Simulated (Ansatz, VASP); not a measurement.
**N: VASP beside Ansatz**

```
N
1.0
     3.68344    0.00000    0.00000
    -1.84172    3.18995    0.00000
     0.00000    0.00000    5.97835
N
2
Direct
  0.33333 0.66667 0.25000
  0.66667 0.33333 0.75000
```

Change from the starting cell: strain +0.015 along x and y, +0.015 along z, atoms carried along.

Alike in both runs: task single point; functional LDA; k mesh 12 × 12 × 6; occupations gaussian, width 0.05 eV; collinear spin.

|  | VASP | Ansatz |
| --- | --- | --- |
| version | VASP 6.6.1 | Ansatz 0.2.0 |
| potentials or method | VASP PAW LDA potentials, release 64 (N), cutoff 520 eV | scalar-relativistic, plane waves, PAW |
| valence electrons in the cell | 10 | 10 |

Ansatz gave:

* gap on the k mesh at the Fermi level (eV): 2.35
* least direct gap on the mesh (eV): 2.35
* pressure (GPa): -0.3
* net moment per atom (μB): 3.00
* size of the moment on the site where the two differ most (μB): 2.90

Q: What did VASP give for the same quantities?

A: gap on the k mesh at the Fermi level (eV): 2.22; least direct gap on the mesh (eV): 2.22; pressure (GPa): -0.4; net moment per atom (μB): 3.00; size of the moment on the site where the two differ most (μB): 1.92.

LDA's correlation is that of Perdew and Zunger in VASP and of Perdew and Wang (1992) in Ansatz. Site moments also hang on the region over which each program counts them.
